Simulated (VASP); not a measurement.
# Li (Im-3m) in VASP: settings compared, part 2 of 2

VASP 6.6.1. Earlier steps stand in the parts before.

## (4) Single point, PBEsol+D4

This run uses another cell than the first one, of 20.08 Å³/atom, 1.087 times its volume.

Input file INCAR:

```
PREC = Accurate
ENCUT = 520
EDIFF = 1E-7
ISMEAR = -1
SIGMA = 0.05
LREAL = F
LASPH = T
NELM = 100
ALGO = Normal
ISIF = 2
LWAVE = F
LCHARG = F
GGA = PS
IVDW = 13
NBANDS = 8
```

Input file KPOINTS:

```
Automatic mesh
0
Gamma
  11 11 11
```

Input file POSCAR:

```
Li
1.0
   -1.7121505602      1.7121505602      1.7121505602
    1.7121505602     -1.7121505602      1.7121505602
    1.7121505602      1.7121505602     -1.7121505602
Li
1
Direct
    0.0000000000      0.0000000000      0.0000000000
```

Potentials or basis: VASP PAW PBE potentials, release 64 (Li_sv).

Run with:

```bash
> cat potpaw_PBE.64/Li_sv/POTCAR > POTCAR
> mpirun -np 1 vasp_std > vasp.out
```

OUTCAR:

```text
PREC = Accurate
   ENCUT = 520
   EDIFF = 1E-7
   ISMEAR = -1
   LREAL = F
   LASPH = T
   NELM = 100
   ISIF = 2
   GGA = PS
   IVDW = 13

 ion  position               nearest neighbor table
   1  0.000  0.000  0.000-

  LATTYP: Found a body centered cubic cell.
 ALAT       =     3.4243011204

  Lattice vectors:

 A1 = (  -1.7121505602,   1.7121505602,   1.7121505602)
 A2 = (   1.7121505602,  -1.7121505602,   1.7121505602)
 A3 = (   1.7121505602,   1.7121505602,  -1.7121505602)

Analysis of symmetry for initial positions (statically):
=====================================================================
 Subroutine PRICEL returns:
 Original cell was already a primitive cell.

 Routine SETGRP: Setting up the symmetry group for a
 body centered cubic supercell.

 Subroutine GETGRP returns: Found 48 space group operations
 (whereof 48 operations were pure point group operations)
 out of a pool of 48 trial point group operations.

The static configuration has the point symmetry O_h .

Analysis of symmetry for dynamics (positions and initial velocities):
=====================================================================
 Subroutine PRICEL returns:
 Original cell was already a primitive cell.

 Routine SETGRP: Setting up the symmetry group for a
 body centered cubic supercell.

 Subroutine GETGRP returns: Found 48 space group operations
 (whereof 48 operations were pure point group operations)
 out of a pool of 48 trial point group operations.

The dynamic configuration has the point symmetry O_h .

 Subroutine INISYM returns: Found 48 space group operations
 (whereof 48 operations are pure point group operations),
 and found     1 'primitive' translations

----------------------------------------------------------------------------------------

                                     Primitive cell

[... 108 lines left out ...]
     AMIX_MAG =   1.60;   BMIX_MAG =  1.00
  volume/ion in A,a.u.               =      20.08       135.48
  Fermi-wavevector in a.u.,A,eV,Ry     =   0.868734  1.641669 10.268291  0.754698
  Thomas-Fermi vector in A             =   1.987455
   LORBIT       =      0    0 simple, 1 ext, 2 COOP (PROOUT), +10 PAW based schemes
   GGA     = PS    functional components
   LHFCALC =     F    Hartree Fock is set to
   AEXX    =    0.0000 exact exchange contribution
   IVDW    =    13    specifies the selected vdW correction
   LEPSILON=     F    determine dielectric tensor
   LRPA    =     F    only Hartree local field effects (RPA)
 non-spin polarized calculation
  energy-cutoff  :      520.00
  volume of cell :       20.08
 maximum number of plane-waves:       555
 NGX is ok and might be reduce to    24
   NGX = 11   NGY = 11   NGZ = 11

 number of electron       3.0000003 magnetization

 Free energy of the ion-electron system (eV)
  ---------------------------------------------------
  ext. energy  EPLUGINS =         0.00000000
  ---------------------------------------------------
  free energy    TOTEN  =        -1.97086870 eV

  energy without entropy =       -1.96711438  energy(sigma->0) =       -1.96899154

 E-fermi :   0.6720     XC(G=0):  -7.0411

 val. band max:        0.6589031305   @ k =   0.4545   0.0000   0.0000
 cond. band min:       0.8502851532   @ k =   0.1818   0.1818   0.1818
 fundamental gap:      0.1913820227
 Fermi energy:         0.6720293634

 k-point     1 :       0.0000    0.0000    0.0000
  band No.  band energies     occupation
      1     -45.2426      2.00000
      2      -2.9137      2.00000
      3      15.3831      0.00000
      4      15.3831      0.00000
      5      15.3832      0.00000
      6      20.1306      0.00000
      7      20.1306      0.00000
      8      20.1306      0.00000
[... 243 lines left out ...]
 k-point    24 :       0.3636    0.1818    0.0909
  band No.  band energies     occupation
      1     -45.2199      2.00000
      2       1.8883      0.00000
      3       3.9593      0.00000
      4       7.4557      0.00000
      5      10.0838      0.00000
      6      20.2871      0.00000
      7      21.2329      0.00000
      8      24.6148      0.00000

 [... further k-points ...]

------------------------ aborting loop because EDIFF is reached ----------------------------------------

  DFT-D4 for vdW energy calculation

  Edisp (eV):   -0.01125

  FORCE on cell =-STRESS in cart. coord.  units (eV):
  Direction    XX          YY          ZZ          XY          YZ          ZX
  --------------------------------------------------------------------------------------
  -------------------------------------------------------------------------------------
  Total      -0.01116    -0.01116    -0.01116    -0.00000     0.00000    -0.00000
  in kB      -0.89026    -0.89026    -0.89026    -0.00000     0.00000    -0.00000
  external pressure =       -0.89 kB  Pullay stress =        0.00 kB

 VOLUME and BASIS-vectors are now :
 -----------------------------------------------------------------------------
  energy-cutoff  :      520.00
  volume of cell :       20.08
      direct lattice vectors                 reciprocal lattice vectors
    -1.712150560  1.712150560  1.712150560     0.000000000  0.292030392  0.292030392
     1.712150560 -1.712150560  1.712150560     0.292030392  0.000000000  0.292030392
     1.712150560  1.712150560 -1.712150560     0.292030392  0.292030392  0.000000000

 POSITION                                       TOTAL-FORCE (eV/Angst)
 -----------------------------------------------------------------------------------
      0.00000      0.00000      0.00000        -0.000000      0.000000      0.000000
 -----------------------------------------------------------------------------------
    total drift:                                0.000000      0.000000     -0.000000

  FREE ENERGIE OF THE ION-ELECTRON SYSTEM (eV)
  ---------------------------------------------------
  free  energy   TOTEN  =        -1.9821233161 eV

  energy  without entropy=       -1.9783689884  energy(sigma->0) =       -1.98024615
```

Run time: 4.7 s. Hardware: 1 thread of Intel Xeon Platinum 8488C (Sapphire Rapids), shared host; peak memory 0.13 GiB.

Results:

```yaml
Free_energy: -1.9821 eV
Dispersion_energy_per_atom: -0.011 eV
```

Levels at points of the mesh, in eV from the Fermi level:
```csv
k point,band 1,band 2,band 3,band 4,band 5,band 6
"(0.00, 0.00, 0.00)",-45.91,-3.59,14.71,14.71,14.71,19.46
```

Caveat: the cutoff is under 1.25 times the usual one of these potentials, so pressure, stress and relaxed cells hold a basis-set (Pulay) error; the PAW data sets were made with another functional, which shifts forces and pressure a little; pairwise dispersion overbinds metals, which lowers pressure and volume.

## (5) Single point, RPBE+D4

This run uses another cell than the first one, of 20.58 Å³/atom, 1.115 times its volume.

Input file INCAR:

```
SYSTEM = Li
ALGO = Normal
EDIFF = 1E-7
ENCUT = 520
GGA = RP
ISIF = 2
ISMEAR = -1
IVDW = 13
LASPH = .True.
LCHARG = .True.
LELF = .True.
LREAL = .False.
LVHAR = .True.
LWAVE = .False.
NBANDS = 8
NELM = 60
PREC = Accurate
SIGMA = 0.05
```

Input file KPOINTS:

```
k-points
0
Gamma
  11 11 11
  0 0 0
```

Input file POSCAR:

```
Li
1.0
   -1.7263203413      1.7263203413      1.7263203413
    1.7263203413     -1.7263203413      1.7263203413
    1.7263203413      1.7263203413     -1.7263203413
Li
1
Direct
    0.0000000000      0.0000000000      0.0000000000
```

Run with:

```bash
> cat potpaw_PBE.64/Li_sv/POTCAR > POTCAR
> mpirun -np 1 vasp_std > vasp.out
```

Wall time 5.6 s (1 thread of Intel Xeon Platinum 8488C (Sapphire Rapids), shared host); peak memory 0.13 GiB.

The run converged. Its results:

```yaml
Free_energy: -1.8554 eV
Dispersion_energy_per_atom: -0.039 eV
```

Levels at points of the mesh, in eV from the Fermi level:
```
           k point  band 1  band 2  band 3  band 4  band 5  band 6  band 7
(0.00, 0.00, 0.00)  -46.77   -3.57   14.67   14.67   14.67   19.16   19.16
```

Caveat: the cutoff is under 1.25 times the usual one of these potentials, so pressure, stress and relaxed cells hold a basis-set (Pulay) error; the PAW data sets were made with another functional, which shifts forces and pressure a little; pairwise dispersion overbinds metals, which lowers pressure and volume.

## (6) Single point, revPBE+D4

This run uses another cell than the first one, of 20.72 Å³/atom, 1.122 times its volume.

Input file INCAR:

```
SYSTEM = Li
PREC = Accurate ; ENCUT = 520
EDIFF = 1E-7 ; ISMEAR = -1
SIGMA = 0.05 ; LREAL = .False.
LASPH = .True. ; NELM = 100
ALGO = Normal ; ISIF = 2
LWAVE = .False. ; LCHARG = .False.
GGA = RE ; IVDW = 13
NBANDS = 8
```

Input file KPOINTS:

```
regular mesh
0
Gamma
  11 11 11
  0 0 0
```

Input file POSCAR:

```
Li
1.0
   -1.7302631001      1.7302631001      1.7302631001
    1.7302631001     -1.7302631001      1.7302631001
    1.7302631001      1.7302631001     -1.7302631001
Li
1
Direct
    0.0000000000      0.0000000000      0.0000000000
```

Potentials or basis: VASP PAW PBE potentials, release 64 (Li_sv).

Run with:

```bash
> cat potpaw_PBE.64/Li_sv/POTCAR > POTCAR
> mpirun -np 1 vasp_std > vasp.out
```

Run time: 4.1 s. Hardware: 1 thread of Intel Xeon Platinum 8488C (Sapphire Rapids), shared host; peak memory 0.13 GiB.

Results (log left out):

| Item | Value |
| --- | --- |
| Free energy | -1.8468 eV |
| Dispersion energy per atom | -0.033 eV |

Levels at points of the mesh, in eV from the Fermi level:
```csv
k point,band 1,band 2,band 3,band 4,band 5
"(0.00, 0.00, 0.00)",-46.74,-3.57,14.58,14.58,14.58
```

Caveat: the cutoff is under 1.25 times the usual one of these potentials, so pressure, stress and relaxed cells hold a basis-set (Pulay) error; the PAW data sets were made with another functional, which shifts forces and pressure a little; pairwise dispersion overbinds metals, which lowers pressure and volume.

## (7) Summary

| level | cell | gap on the mesh (eV) |
| --- | --- | --- |
| PBEsol+D3(BJ) | a = 2.884 Å, angles 109.5°, 1 atom | none |
| revPBE+D3(BJ) | a = 2.826 Å, angles 109.5°, 1 atom | none |
| PBEsol+D4 | a = 2.966 Å, angles 109.5°, 1 atom | none |
| RPBE+D4 | a = 2.990 Å, angles 109.5°, 1 atom | none |
| revPBE+D4 | a = 2.997 Å, angles 109.5°, 1 atom | none |

Alike in all rows: task single point; potentials or basis VASP PAW PBE potentials, release 64 (Li_sv); no spin polarisation; k mesh 11 × 11 × 11; cutoff (eV) 520; smearing fermi-dirac 0.05 eV.

Caveats: the cutoff is under 1.25 times the usual one of these potentials, so pressure, stress and relaxed cells hold a basis-set (Pulay) error; the PAW data sets were made with another functional, which shifts forces and pressure a little; pairwise dispersion overbinds metals, which lowers pressure and volume.

Absolute energies hang on the potentials; compare differences alone.
